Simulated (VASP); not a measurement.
# MoS2 in VASP: notebook, part 2 of 2

VASP 6.6.1. Earlier steps stand in the parts before.

## (3) Single point, PBE+D3(BJ) (strain along y -0.020, then relaxed in part)

File INCAR:

```
SYSTEM = MoS2
PREC = Accurate ; ENCUT = 520
EDIFF = 1E-6 ; ISMEAR = 0
SIGMA = 0.1 ; LREAL = .False.
LASPH = .True. ; NELM = 80
ALGO = Normal ; ISIF = 2
LWAVE = .False. ; LCHARG = .True.
LDIPOL = .True. ; IDIPOL = 3
DIPOL = 0.5 0.5 0.500 ; GGA = PE
IVDW = 12 ; LELF = .True.
LVHAR = .True. ; LVACPOTAV = .True.
NBANDS = 20
```

File KPOINTS:

```
regular mesh
0
Gamma
  18 18 1
  0 0 0
```

File POSCAR:

```
MoS2
1.0
    3.1356825040      0.0000000000      0.0000000000
   -1.5678412520      2.6612690925      0.0000000000
    0.0000000000      0.0000000000     32.4115723090
S Mo
2 1
Direct
    0.0022796419      0.0045592839      0.4498680763
    0.3310536914      0.6621073828      0.5501319237
    0.6666666667      0.3333333333      0.5000000000
```

Potentials or basis: VASP PAW PBE potentials, release 64 (S, Mo_sv).

Command:

```sh
$ cat potpaw_PBE.64/S/POTCAR potpaw_PBE.64/Mo_sv/POTCAR > POTCAR
$ mpirun -np 1 vasp_std > vasp.out
```

OUTCAR:

```text
SYSTEM = MoS2
   PREC = Accurate
   ENCUT = 520
   EDIFF = 1E-6
   ISMEAR = 0
   LREAL = .False.
   LASPH = .True.
   NELM = 80
   ISIF = 2
   GGA = PE
   IVDW = 12
 IVDW          = 12

 ion  position               nearest neighbor table
   1  0.002  0.005  0.450-   3 2.41   3 2.42   3 2.42
   2  0.331  0.662  0.550-   3 2.41   3 2.42   3 2.42
   3  0.667  0.333  0.500-   2 2.41   1 2.41   1 2.42   2 2.42   2 2.42   1 2.42

  Warning from LATTYP: Monoclinic adjustment (A1->A3, A2->A1, A3->A2)!
  LATTYP: Found a base centered orthorhombic cell.
 ALAT       =     3.1356825040
 B/A-ratio  =     1.6974097914
 C/A-ratio  =    10.3363692809

  Lattice vectors:

 A1 = (   1.5678412520,  -2.6612690925,   0.0000000000)
 A2 = (   1.5678412520,   2.6612690925,   0.0000000000)
 A3 = (   0.0000000000,   0.0000000000,  32.4115723090)

Analysis of symmetry for initial positions (statically):
=====================================================================
 Subroutine PRICEL returns:
 Original cell was already a primitive cell.

 Routine SETGRP: Setting up the symmetry group for a
 base centered orthorhombic supercell.

 Subroutine GETGRP returns: Found  4 space group operations
 (whereof  2 operations were pure point group operations)
 out of a pool of  8 trial point group operations.

The static configuration has the point symmetry C_1h.
 The point group associated with its full space group is C_2h.

Analysis of symmetry for dynamics (positions and initial velocities):
=====================================================================
 Subroutine PRICEL returns:
 Original cell was already a primitive cell.

 Routine SETGRP: Setting up the symmetry group for a
 base centered orthorhombic supercell.

 Subroutine GETGRP returns: Found  4 space group operations
 (whereof  2 operations were pure point group operations)
 out of a pool of  8 trial point group operations.

The dynamic configuration has the point symmetry C_1h.
 The point group associated with its full space group is C_2h.

 Subroutine INISYM returns: Found  4 space group operations
 (whereof  2 operations are pure point group operations),
 and found     1 'primitive' translations

----------------------------------------------------------------------------------------

                                     Primitive cell

  volume of cell :     270.4712

  direct lattice vectors                    reciprocal lattice vectors
     3.135682504  0.000000000  0.000000000     0.318909838  0.187880287  0.000000000
    -1.567841252  2.661269092  0.000000000     0.000000000  0.375760573  0.000000000
     0.000000000  0.000000000 32.411572309     0.000000000  0.000000000  0.030853178

  length of vectors
     3.135682504  3.088766643 32.411572309     0.370138470  0.375760573  0.030853178

  position of ions in fractional coordinates (direct lattice)
     0.002279642  0.004559284  0.449868076
     0.331053691  0.662107383  0.550131924
     0.666666667  0.333333333  0.500000000

  ion indices of the primitive-cell ions
   primitive index   ion index
                 1           1
                 2           2
                 3           3

----------------------------------------------------------------------------------------

 KPOINTS: regular mesh

[... 28 lines left out ...]
  0.222222  0.000000  0.000000      4.000000
  0.277778  0.000000  0.000000      4.000000
[... 16 lines left out ...]
 -0.333333  0.055556  0.000000      4.000000
 -0.277778  0.055556  0.000000      4.000000
 [... further k-points ...]
   k-points           NKPTS =     91   k-points in BZ     NKDIM =     91   number of bands    NBANDS=     20
   number of dos      NEDOS =    301   number of ions     NIONS =      3
   total plane-waves  NPLWV = 144000
   dimension x,y,z NGX =    24 NGY =   24 NGZ =  250
   dimension x,y,z NGXF=    48 NGYF=   48 NGZF=  500
   ions per type =               2   1
   NGX,Y,Z   is equivalent  to a cutoff of  12.72, 12.92, 12.82 a.u.
   NGXF,Y,Z  is equivalent  to a cutoff of  25.45, 25.83, 25.65 a.u.
 SYSTEM =  MoS2
   PREC   = accura    normal or accurate (medium, high low for compatibility)
   ISTART =      0    job   : 0-new  1-cont  2-samecut
   ICHARG =      2    charge: 1-file 2-atom 10-const
   ISPIN  =      1    spin polarized calculation?
   LNONCOLLINEAR =      F non collinear calculations
   LSORBIT =      F    spin-orbit coupling
   LASPH  =      T    aspherical Exc in radial PAW
   ENCUT  =  520.0 eV  38.22 Ry    6.18 a.u.   5.83  5.74 60.26*2*pi/ulx,y,z
   NELM   =     80;   NELMIN=  2; NELMDL= -5     # of ELM steps
   EDIFF  = 0.1E-05   stopping-criterion for ELM
   LREAL  =      F    real-space projection
   EDIFFG = 0.1E-04   stopping-criterion for IOM
   NSW    =      0    number of steps for IOM
   IBRION =     -1    ionic relax: 0-MD 1-quasi-New 2-CG
   NFREE  =      0    steps in history (QN), initial steepest desc. (CG)
   ISIF   =      2    stress and relaxation
   ISYM   =      2    0-nonsym 1-usesym 2-fastsym
   POTIM  = 0.5000    time-step for ionic-motion
   TEBEG  =    0.0;   TEEND  =   0.0 temperature during run
   PSTRESS=    0.0 pullay stress
   NELECT =      26.0000    total number of electrons
   NUPDOWN=      -1.0000    fix difference up-down
   EMIN   =  10.00;   EMAX   =-10.00  energy-range for DOS
   EFERMI =   0.00;   METHOD = LEGACY
   ISMEAR =     0;   SIGMA  =   0.10  broadening in eV -4-tet -1-fermi 0-gaus
   EFERMI_NEDOS =   21; number of points for ismear=-14 and -15
   IALGO  =     38    algorithm
   IMIX   =      4    mixing-type and parameters
     AMIX     =   0.40;   BMIX     =  1.00
     AMIX_MAG =   1.60;   BMIX_MAG =  1.00
  volume/ion in A,a.u.               =      90.16       608.41
  Fermi-wavevector in a.u.,A,eV,Ry     =   0.749938  1.417178  7.652021  0.562408
  Thomas-Fermi vector in A             =   1.846574
   LORBIT       =      0    0 simple, 1 ext, 2 COOP (PROOUT), +10 PAW based schemes
   GGA     = PE    functional components
   LHFCALC =     F    Hartree Fock is set to
   AEXX    =    0.0000 exact exchange contribution
   IVDW    =    12    specifies the selected vdW correction
   LEPSILON=     F    determine dielectric tensor
   LRPA    =     F    only Hartree local field effects (RPA)
 non-spin polarized calculation
 Gauss-broadening in eV      SIGMA  =   0.10
  energy-cutoff  :      520.00
  volume of cell :      270.47
 maximum number of plane-waves:      7333
   NGX = 11   NGY = 11   NGZ =121

 number of electron      25.9999999 magnetization

 dipolmoment           0.000000      0.000000     -0.000000 electrons x Angstroem

 Free energy of the ion-electron system (eV)
  ---------------------------------------------------
  ext. energy  EPLUGINS =         0.00000000
  ---------------------------------------------------
  free energy    TOTEN  =       -20.97413738 eV

  energy without entropy =      -20.96706502  energy(sigma->0) =      -20.97060120

 E-fermi :  -2.5176     XC(G=0):  -2.4621

 val. band max:       -2.5266153935   @ k =   0.0000   0.0000   0.0000
 cond. band min:      -2.5088531673   @ k =   0.2778   0.3333   0.0000
 fundamental gap:      0.0177622262
 Fermi energy:        -2.5176104758

 k-point     1 :       0.0000    0.0000    0.0000
  band No.  band energies     occupation
      1     -64.2695      2.00000
      2     -38.3739      2.00000
      3     -38.2060      2.00000
      4     -38.1674      2.00000
      5     -17.5734      2.00000
      6     -16.4783      2.00000
[... 541 lines left out ...]
     19       3.4599      0.00000
     20       3.9037      0.00000

 [... further k-points ...]

------------------------ aborting loop because EDIFF is reached ----------------------------------------

 vacuum level on the upper side and lower side of the slab       (xc-potential included)        -0.118        -0.118

 Edisp (eV)   -0.97914

 E8    (eV) :    -0.4241

  FORCE on cell =-STRESS in cart. coord.  units (eV):
  Direction    XX          YY          ZZ          XY          YZ          ZX
  --------------------------------------------------------------------------------------
  -------------------------------------------------------------------------------------
  Total      -0.14710     1.15885    -0.06225     0.00000    -0.01126     0.00000
  in kB      -0.87136     6.86462    -0.36872     0.00000    -0.06670     0.00000
  external pressure =        1.87 kB  Pullay stress =        0.00 kB

 VOLUME and BASIS-vectors are now :
 -----------------------------------------------------------------------------
  energy-cutoff  :      520.00
  volume of cell :      270.47
      direct lattice vectors                 reciprocal lattice vectors
     3.135682504  0.000000000  0.000000000     0.318909838  0.187880287  0.000000000
    -1.567841252  2.661269092  0.000000000     0.000000000  0.375760573  0.000000000
     0.000000000  0.000000000 32.411572309     0.000000000  0.000000000  0.030853178

 POSITION                                       TOTAL-FORCE (eV/Angst)
 -----------------------------------------------------------------------------------
     -0.00000      0.01213     14.58093        -0.000000      0.003482      0.011974
      0.00000      1.76205     17.83064         0.000000     -0.003482     -0.011974
      1.56784      0.88709     16.20579        -0.000000      0.000000      0.000000
 -----------------------------------------------------------------------------------
    total drift:                               -0.000000     -0.000000      0.000000

  FREE ENERGIE OF THE ION-ELECTRON SYSTEM (eV)
  ---------------------------------------------------
  free  energy   TOTEN  =       -21.9532811551 eV

  energy  without entropy=      -21.9462087895  energy(sigma->0) =      -21.94974497

 vacuum level on the upper side and lower side of the slab         2.528         2.528
```

OSZICAR:

```text
N       E                     dE             d eps       ncg     rms          rms(c)
DAV:   1     0.153344666578E+03    0.15334E+03   -0.12699E+04  5080   0.966E+02
DAV:   2    -0.899922618464E+01   -0.16234E+03   -0.15776E+03  5188   0.208E+02
DAV:   3    -0.223024190546E+02   -0.13303E+02   -0.13184E+02  4940   0.548E+01
[... 15 lines left out ...]
DAV:  19    -0.209741225061E+02   -0.13722E-04   -0.30245E-07  3464   0.187E-03    0.105E-03
DAV:  20    -0.209741333425E+02   -0.10836E-04   -0.28169E-07  3416   0.148E-03    0.533E-04
DAV:  21    -0.209741355361E+02   -0.21936E-05   -0.31994E-08  3136   0.584E-04    0.345E-04
DAV:  22    -0.209741367407E+02   -0.12047E-05   -0.19366E-08  2640   0.370E-04    0.170E-04
DAV:  23    -0.209741373824E+02   -0.64166E-06   -0.17345E-08  2840   0.304E-04
   1 F= -.21953281E+02 E0= -.21949745E+02  d E =-.707237E-02
```

Run time: 14 min. Hardware: 1 thread of Intel Xeon 8259CL, shared host; peak memory 0.71 GiB.

What came out:

```
Free energy                     : -21.9533 eV
Largest force                   : 0.012 eV/Å
Band gap on the k mesh          : zero (bands 13 and 14 overlap by 0.44 eV)
Dispersion energy per atom      : -0.326 eV
Work function of the upper face : 5.05 eV
Work function of the lower face : 5.05 eV
```

Forces in eV/Å, atoms in the order of the input:
```
S    0.000  0.003  0.012
S    0.000 -0.003 -0.012
Mo   0.000  0.000  0.000
```

Levels at points of the mesh, in eV from the Fermi level:
| k point | band 11 | band 12 | band 13 | band 14 | band 15 | band 16 |
| --- | --- | --- | --- | --- | --- | --- |
| (0.00, 0.00, 0.00) | -1.30 | -0.91 | -0.70 | -0.01 | 0.15 | 3.23 |
| (0.50, 0.00, 0.00) | -2.90 | -2.38 | -1.32 | 1.39 | 1.94 | 3.43 |
| (0.00, 0.50, 0.00) | -2.78 | -2.31 | -1.57 | 1.47 | 1.92 | 3.35 |

Caveat: the cell differs from its parent crystal (strain along y -0.020, then relaxed in part).

## (4) Single point, PBE+D3(BJ) (strain along x +0.020, then relaxed in part)

File INCAR:

```
SYSTEM = MoS2
PREC = Accurate ; ENCUT = 520
EDIFF = 1E-7 ; ISMEAR = 0
SIGMA = 0.1 ; LREAL = .FALSE.
LASPH = .TRUE. ; NELM = 80
ALGO = Normal ; ISIF = 2
LWAVE = .FALSE. ; LCHARG = .TRUE.
LDIPOL = .TRUE. ; IDIPOL = 3
DIPOL = 0.5 0.5 0.500 ; GGA = PE
IVDW = 12 ; LELF = .TRUE.
LVHAR = .TRUE. ; LVACPOTAV = .TRUE.
NBANDS = 20
```

File KPOINTS:

```
Automatic mesh
0
G
  18 18 1
  0 0 0
```

File POSCAR:

```
MoS2
1.0
    3.1983961541      0.0000000000      0.0000000000
   -1.5991980771      2.7155807067      0.0000000000
    0.0000000000      0.0000000000     32.4115723090
S Mo
2 1
Direct
    0.0022971155      0.0045942311      0.4509254346
    0.3310362178      0.6620724356      0.5490745654
    0.6666666667      0.3333333333      0.5000000000
```

Command:

```sh
$ cat potpaw_PBE.64/S/POTCAR potpaw_PBE.64/Mo_sv/POTCAR > POTCAR
$ mpirun -np 1 vasp_std > vasp.out
```

It took 14 min on 1 thread of Intel Xeon 8259CL, shared host; peak memory 0.71 GiB.

It converged, with:

```yaml
Free_energy: -21.9554 eV
Largest_force: 0.008 eV/Å
Band_gap_on_the_k_mesh: zero (bands 13 and 14 overlap by 0.67 eV)
Dispersion_energy_per_atom: -0.316 eV
Work_function_of_the_upper_face: 5.05 eV
Work_function_of_the_lower_face: 5.05 eV
```

Forces in eV/Å, atoms in the order of the input:
```
S    0.000  0.004  0.007
S    0.000 -0.004 -0.007
Mo   0.000  0.000  0.000
```

Levels at points of the mesh, in eV from the Fermi level:
```
           k point  band 10  band 11  band 12  band 13  band 14  band 15  band 16  band 17
(0.00, 0.00, 0.00)    -3.05    -1.03    -1.02    -0.82    -0.26    -0.11     3.16     3.22
(0.50, 0.00, 0.00)    -3.96    -2.91    -2.20    -1.50     1.08     1.80     3.38     4.25
(0.00, 0.50, 0.00)    -4.18    -2.80    -2.13    -1.73     1.15     1.81     3.32     4.30
```

Caveat: the cell differs from its parent crystal (strain along x +0.020, then relaxed in part).

## (5) The runs side by side

| cell | gap on the mesh (eV) | largest force (eV/Å) | work function (eV) |
| --- | --- | --- | --- |
| a = 3.073, b = 3.120, c = 32.412 Å, angles 90.0, 90.0, 119.5°, 3 atoms, strain along x -0.020, then relaxed in part | none | 0.01 | - |
| a = 3.136, b = 3.089, c = 32.412 Å, angles 90.0, 90.0, 120.5°, 3 atoms, strain along y -0.020, then relaxed in part | none | 0.01 | 5.05 |
| a = 3.198, b = 3.151, c = 32.412 Å, angles 90.0, 90.0, 120.5°, 3 atoms, strain along x +0.020, then relaxed in part | none | 0.01 | 5.05 |

Alike in all rows: task single point; level PBE+D3(BJ); potentials or basis VASP PAW PBE potentials, release 64 (S, Mo_sv); no spin polarisation; k mesh 18 × 18 × 1; cutoff (eV) 520; smearing gaussian 0.1 eV.

Absolute energies hang on the potentials; compare differences alone.
